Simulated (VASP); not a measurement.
The system is Os.

```xyz
1
Lattice="-1.5180 1.5180 1.5180 1.5180 -1.5180 1.5180 1.5180 1.5180 -1.5180" Properties=species:S:1:pos:R:3 pbc="T T T"
Os    0.0000    0.0000    0.0000
```

- Program: VASP 6.6.1
- Task: relaxation of cell and atoms
- Functional: BLYP
- Potentials or basis: VASP PAW PBE potentials, release 64 (Os)
- Cutoff: 600 eV
- k mesh: 14 × 14 × 14
- Occupations: fermi-dirac, width 0.1 eV
- Spin: no spin polarisation

At the start: pressure 43.4 GPa; volume 13.99 Å³/atom.

Problem. Where does the relaxation end?

Solution. Over 5 steps the energy falls by 196.2 meV/atom and the volume is 15.61 Å³/atom (+11.5 %); space group Im-3m (No. 229, to 0.05 Å).

The path:
```tsv
step	energy change (eV)	largest force (eV/Å)	pressure (GPa)	volume (Å³)
1	0.0000	0.0000	43.42	13.99
2	1.3326	0.0000	-42.46	23.16
3	-0.1898	0.0000	-6.05	15.94
4	-0.1960	0.0000	-1.06	15.66
5	-0.1962	0.0000	0.01	15.61
```

Final structure:
```yaml
crystal:
  lattice:
    - [-1.57423, 1.57423, 1.57423]
    - [1.57423, -1.57423, 1.57423]
    - [1.57423, 1.57423, -1.57423]
  atoms:
    - { symbol: Os, position: [0.00000, 0.00000, 0.00000] }
```

Caveat: the PAW data sets were made with another functional, which shifts forces and pressure a little.
